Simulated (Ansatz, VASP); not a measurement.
Two plane-wave programs on GaN

```
Ga N
1.0
    -3.21854    0.00000    0.00000
     0.00000    0.00000   -5.24338
     0.00000   -5.57467    0.00000
Ga N
4 4
Direct
  0.50000 0.00257 0.18007
  0.00000 0.99165 0.65327
  0.00000 0.49165 0.34673
  0.50000 0.50257 0.81993
  0.50000 0.64046 0.16895
  0.00000 0.64520 0.66442
  0.00000 0.14520 0.33558
  0.50000 0.14046 0.83105
```

Change from the starting cell: mode 11 frozen in at -0.080 Å and mode 13 at -0.098 Å (largest displacements).

Alike in both runs: task single point; functional PBE; k mesh 8 × 6 × 6; occupations gaussian, width 0.05 eV; no spin polarisation.

```csv
,VASP,Ansatz
version,VASP 6.6.1,Ansatz 0.2.0
potentials or method,"VASP PAW PBE potentials, release 64 (Ga_d, N), cutoff 520 eV","scalar-relativistic, plane waves, PAW"
valence electrons in the cell,72,72
```

Ansatz gave:

```
gap on the k mesh at the Fermi level (eV)                     : 1.46
least direct gap on the mesh (eV)                             : 1.46
pressure (GPa)                                                : 2.2
traceless stress, the component that is largest in VASP (GPa) : 9.51
rms of the force components (eV/Å)                            : 1.239
```

Which values does VASP return?

gap on the k mesh at the Fermi level (eV): 1.46; least direct gap on the mesh (eV): 1.46; pressure (GPa): 2.2; traceless stress, the component that is largest in VASP (GPa): 9.32; rms of the force components (eV/Å): 1.226.

Atom by atom the forces differ by 0.015 eV/Å (rms over components).
